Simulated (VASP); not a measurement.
# C (P6_3/mmc) in VASP: notebook, part 2 of 2

VASP 6.6.1. The steps go on from the part before.

### 4 Single point, r2SCAN

The input, POSCAR:

```
C
1.0
    2.5032699062      0.0000000000      0.0000000000
   -1.2516349531      2.1678953313      0.0000000000
    0.0000000000      0.0000000000      4.1687214673
C
4
Direct
    0.3333333333      0.6666666667      0.0627304278
    0.6666666667      0.3333333333      0.5627304278
    0.3333333333      0.6666666667      0.4372695722
    0.6666666667      0.3333333333      0.9372695722
```

The input, INCAR.step1:

```
SYSTEM = C
ALGO     = Normal         ! electronic algorithm
EDIFF    = 1E-5           ! SCF threshold, eV
ENCUT    = 910            ! plane-wave cutoff, eV
GGA      = PE             ! functional
GGA_COMPAT= .False.      
ISMEAR   = -1             ! smearing method
LASPH    = .True.         ! aspherical terms in the spheres
LCHARG   = .False.        ! write CHGCAR
LREAL    = .False.        ! projectors in reciprocal space
LWAVE    = .True.         ! write WAVECAR
NBANDS   = 16             ! bands
NELM     = 120            ! most SCF steps
PREC     = Accurate       ! precision mode
SIGMA    = 0.05           ! smearing width, eV
```

The input, INCAR.step2:

```
SYSTEM = C
ALGO     = Normal         ! electronic algorithm
EDIFF    = 1E-6           ! SCF threshold, eV
ENCUT    = 910            ! plane-wave cutoff, eV
GGA_COMPAT= .False.      
ISIF     = 2              ! what is computed and relaxed
ISMEAR   = -1             ! smearing method
ISTART   = 1            
LASPH    = .True.         ! aspherical terms in the spheres
LCHARG   = .True.         ! write CHGCAR
LELF     = .True.         ! ELF
LMIXTAU  = .True.       
LREAL    = .False.        ! projectors in reciprocal space
LVHAR    = .True.       
LWAVE    = .False.        ! write WAVECAR
METAGGA  = R2SCAN         ! meta-GGA
NBANDS   = 16             ! bands
NELM     = 120            ! most SCF steps
PREC     = Accurate       ! precision mode
SIGMA    = 0.05           ! smearing width, eV
```

The input, KPOINTS:

```
k-points
0
Gamma
  12 12 7
  0 0 0
```

Potentials or basis: VASP PAW PBE potentials, release 64 (C_h).

On the command line:

```sh
$ cat potpaw_PBE.64/C_h/POTCAR > POTCAR
$ cp INCAR.step1 INCAR
$ mpirun -np 1 vasp_std > vasp.out
$ cp INCAR.step2 INCAR
$ mpirun -np 1 vasp_std > vasp.out
```

OUTCAR:

```text
SYSTEM = C
   EDIFF = 1E-6
   ENCUT = 910
   ISIF = 2
   ISMEAR = -1
   ISTART = 1
   LASPH = .True.
   LREAL = .False.
   METAGGA = R2SCAN
   NELM = 120
   PREC = Accurate

 ion  position               nearest neighbor table
   1  0.333  0.667  0.063-
   2  0.667  0.333  0.563-
   3  0.333  0.667  0.437-
   4  0.667  0.333  0.937-

  LATTYP: Found a hexagonal cell.
 ALAT       =     2.5032699062
 C/A-ratio  =     1.6653104234

  Lattice vectors:

 A1 = (   2.5032699062,   0.0000000000,   0.0000000000)
 A2 = (  -1.2516349531,   2.1678953313,   0.0000000000)
 A3 = (   0.0000000000,   0.0000000000,   4.1687214673)

Analysis of symmetry for initial positions (statically):
=====================================================================
 Subroutine PRICEL returns:
 Original cell was already a primitive cell.

 Routine SETGRP: Setting up the symmetry group for a
 hexagonal supercell.

 Subroutine GETGRP returns: Found 24 space group operations
 (whereof 12 operations were pure point group operations)
 out of a pool of 24 trial point group operations.

The static configuration has the point symmetry D_3d.
 The point group associated with its full space group is D_6h.

Analysis of symmetry for dynamics (positions and initial velocities):
=====================================================================
 Subroutine PRICEL returns:
 Original cell was already a primitive cell.

 Routine SETGRP: Setting up the symmetry group for a
 hexagonal supercell.

 Subroutine GETGRP returns: Found 24 space group operations
 (whereof 12 operations were pure point group operations)
 out of a pool of 24 trial point group operations.

The dynamic configuration has the point symmetry D_3d.
 The point group associated with its full space group is D_6h.

[... 112 lines left out ...]
   PSTRESS=    0.0 pullay stress
   NELECT =      16.0000    total number of electrons
   NUPDOWN=      -1.0000    fix difference up-down
   EMIN   =  10.00;   EMAX   =-10.00  energy-range for DOS
   EFERMI =   0.00;   METHOD = LEGACY
   ISMEAR =    -1;   SIGMA  =   0.05  broadening in eV -4-tet -1-fermi 0-gaus
   EFERMI_NEDOS =   21; number of points for ismear=-14 and -15
   IALGO  =     38    algorithm
   IMIX   =      4    mixing-type and parameters
     AMIX     =   0.40;   BMIX     =  1.00
     AMIX_MAG =   1.60;   BMIX_MAG =  1.00
  volume/ion in A,a.u.               =       5.66        38.17
  Fermi-wavevector in a.u.,A,eV,Ry     =   1.458585  2.756327 28.946006  2.127471
  Thomas-Fermi vector in A             =   2.575253
   LORBIT       =      0    0 simple, 1 ext, 2 COOP (PROOUT), +10 PAW based schemes
   METAGGA = R2SCAN    functional components
   LHFCALC =     F    Hartree Fock is set to
   AEXX    =    0.0000 exact exchange contribution
   IVDW    =     0    specifies the selected vdW correction
   LEPSILON=     F    determine dielectric tensor
   LRPA    =     F    only Hartree local field effects (RPA)
 non-spin polarized calculation
  energy-cutoff  :      910.00
  volume of cell :       22.62
 maximum number of plane-waves:      1422
 NGX is ok and might be reduce to    28
   NGX = 13   NGY = 13   NGZ = 21

 number of electron      16.0000000 magnetization

 Free energy of the ion-electron system (eV)
  ---------------------------------------------------
  ext. energy  EPLUGINS =         0.00000000
  ---------------------------------------------------
  free energy    TOTEN  =       -39.32805182 eV

  energy without entropy =      -39.32805181  energy(sigma->0) =      -39.32805182

 E-fermi :  12.1424     XC(G=0): -14.2793

 val. band max:       11.2571897956   @ k =   0.0000   0.0000   0.0000
 cond. band min:      14.8469505961   @ k =   0.3333   0.3333   0.0000
 fundamental gap:      3.5897608006
 Fermi energy:        12.1424159981

 k-point     1 :       0.0000    0.0000    0.0000
  band No.  band energies     occupation
      1     -11.7774      2.00000
      2      -6.0348      2.00000
      3      -3.1169      2.00000
      4       7.9870      2.00000
      5       7.9870      2.00000
      6      10.7577      2.00000
[... 433 lines left out ...]
      3      -0.7383      2.00000
      4       1.0906      2.00000
      5       3.6396      2.00000
      6       5.2014      2.00000
[... 8 lines left out ...]
     15      26.7944      0.00000
     16      29.2110      0.00000

 [... further k-points ...]
[... 5 lines left out ...]
  --------------------------------------------------------------------------------------
  -------------------------------------------------------------------------------------
  Total       -0.1248274     -0.1248274     -0.1077752      0.0000000      0.0000000      0.0000000
  in kB       -8.8403942     -8.8403942     -7.6327382      0.0000000      0.0000000      0.0000000
  external PRESSURE =      -8.4378422 kB  Pullay stress =       0.0000000 kB

 VOLUME and BASIS-vectors are now :
 -----------------------------------------------------------------------------
  energy-cutoff  :      910.00
  volume of cell :       22.62
      direct lattice vectors                 reciprocal lattice vectors
     2.503269906  0.000000000  0.000000000     0.399477498  0.230638441  0.000000000
    -1.251634953  2.167895331  0.000000000     0.000000000  0.461276882  0.000000000
     0.000000000  0.000000000  4.168721467     0.000000000  0.000000000  0.239881702

 POSITION                                       TOTAL-FORCE (eV/Angst)
 -----------------------------------------------------------------------------------
     -0.00000      1.44526      0.26151        -0.000000      0.000000     -0.001337
      1.25163      0.72263      2.34587         0.000000      0.000000     -0.001337
     -0.00000      1.44526      1.82286        -0.000000      0.000000      0.001337
      1.25163      0.72263      3.90722         0.000000      0.000000      0.001337
 -----------------------------------------------------------------------------------
    total drift:                               -0.000000      0.000000      0.000000

  FREE ENERGIE OF THE ION-ELECTRON SYSTEM (eV)
  ---------------------------------------------------
  free  energy   TOTEN  =       -39.3280518151 eV

  energy  without entropy=      -39.3280518150  energy(sigma->0) =      -39.32805182
```

OSZICAR.step1:

```text
N       E                     dE             d eps       ncg     rms          rms(c)
DAV:   1     0.444710083541E+02    0.44471E+02   -0.11841E+04  2432   0.153E+03
DAV:   2    -0.338420105489E+02   -0.78313E+02   -0.70242E+02  3512   0.236E+02
DAV:   3    -0.375654930398E+02   -0.37235E+01   -0.37020E+01  3304   0.458E+01
DAV:   4    -0.375864313545E+02   -0.20938E-01   -0.20933E-01  2968   0.386E+00
DAV:   5    -0.375865909635E+02   -0.15961E-03   -0.15960E-03  3192   0.311E-01    0.679E+00
DAV:   6    -0.366441813385E+02    0.94241E+00   -0.56434E-01  2984   0.480E+00    0.372E+00
DAV:   7    -0.363222251343E+02    0.32196E+00   -0.64457E-01  3168   0.527E+00    0.498E-01
DAV:   8    -0.363256385485E+02   -0.34134E-02   -0.14221E-02  2656   0.102E+00    0.585E-02
DAV:   9    -0.363257781333E+02   -0.13958E-03   -0.19423E-04  3320   0.111E-01    0.243E-02
DAV:  10    -0.363258079437E+02   -0.29810E-04   -0.28842E-05  2656   0.450E-02    0.283E-03
DAV:  11    -0.363258077789E+02    0.16475E-06   -0.52202E-07  1808   0.670E-03
   1 F= -.36325808E+02 E0= -.36325808E+02  d E =-.607939E-10
```

Wall time 2.3 min (1 thread of Intel Xeon Platinum 8488C (Sapphire Rapids), shared host); peak memory 0.19 GiB.

Results:

```yaml
Free_energy: -39.3281 eV
Pressure: -0.8 GPa
Band_gap_on_the_k_mesh: 3.59 eV, indirect (least direct gap 5.24 eV)
```

Levels at points of the mesh, in eV from the valence-band top:
```
           k point  band 6  band 7  band 8  band 9  band 10  band 11
(0.00, 0.00, 0.00)   -0.50    0.00    0.00    5.24     5.24     5.62
(0.50, 0.00, 0.00)   -6.83   -6.22   -3.34    4.75     8.59     8.75
```

Caveat: the cutoff is under 1.25 times the usual one of these potentials, so pressure, stress and relaxed cells hold a basis-set (Pulay) error; the PAW data sets were made with another functional, which shifts forces and pressure a little.

### 5 Summary

| task | potentials or basis | cell | k mesh | cutoff (eV) | second run | gap on the mesh (eV) | pressure (GPa) |
| --- | --- | --- | --- | --- | --- | --- | --- |
| relaxation of cell and atoms | VASP PAW PBE potentials, release 64 (C) | relaxed from a = 2.520, b = 2.520, c = 4.120 Å, angles 90.0, 90.0, 120.0°, 4 atoms | 8 × 8 × 4 | 600 | - | 3.94 | -0.1 |
| single point | VASP PAW PBE potentials, release 64 (C_h) | a = 2.503, b = 2.503, c = 4.169 Å, angles 90.0, 90.0, 120.0°, 4 atoms | 8 × 8 × 4 | 910 | hard_potentials | 3.97 | -0.8 |
| single point | VASP PAW PBE potentials, release 64 (C_h) | a = 2.503, b = 2.503, c = 4.169 Å, angles 90.0, 90.0, 120.0°, 4 atoms | 12 × 12 × 7 | 910 | hard_potentials | 3.59 | -0.8 |

Alike in all rows: level r2SCAN; no spin polarisation; smearing fermi-dirac 0.05 eV.

Caveats: the PAW data sets were made with another functional, which shifts forces and pressure a little; the cutoff is under 1.25 times the usual one of these potentials, so pressure, stress and relaxed cells hold a basis-set (Pulay) error (some runs).

Total energies depend on the potentials used, so only differences within one code and one set of settings carry meaning.
